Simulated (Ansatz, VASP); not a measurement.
**One calculation of HgH3, two programs**

```xyz
8
Lattice="6.8679 0.0000 0.0000 0.0000 6.8679 0.0000 0.0000 0.0000 6.8679" Properties=species:S:1:pos:R:3 pbc="T T T"
Hg    3.4339    3.4339    3.4339
Hg    0.0000    0.0000    0.0000
H     0.3764    3.4339    3.4339
H     6.4914    3.4339    3.4339
H     3.4339    0.3764    3.4339
H     3.4339    6.4914    3.4339
H     3.4339    3.4339    0.3764
H     3.4339    3.4339    6.4914
```

Alike in both runs: functional PBE; k mesh 4 × 4 × 4; occupations gaussian, width 0.02 eV; no spin polarisation.

Ansatz relaxed the structure, and its values are those at the end. VASP's run is a single point on that final structure, the one shown.

|  | VASP | Ansatz |
| --- | --- | --- |
| version | VASP 6.6.1 | Ansatz 0.2.0 |
| potentials or method | VASP PAW PBE potentials, release 64 (Hg, H), cutoff 520 eV | scalar-relativistic, plane waves, PAW |
| valence electrons in the cell | 30 | 46 |

```csv
,VASP,Ansatz,Ansatz less VASP
gap on the k mesh at the Fermi level (eV),4.67,4.66,-0.010
least direct gap on the mesh (eV),4.67,4.66,-0.010
pressure (GPa),0.0,0.1,+0.06
rms of the force components (eV/Å),0.005,0.000,-0.0054
```

VASP's potentials hold 30 valence electrons a cell and Ansatz's 46, so a difference there can come from the potentials and not from the codes. Ansatz's warnings: stress scf threshold loose, xc potential rough in thin density.

Spin-orbit coupling is off throughout.
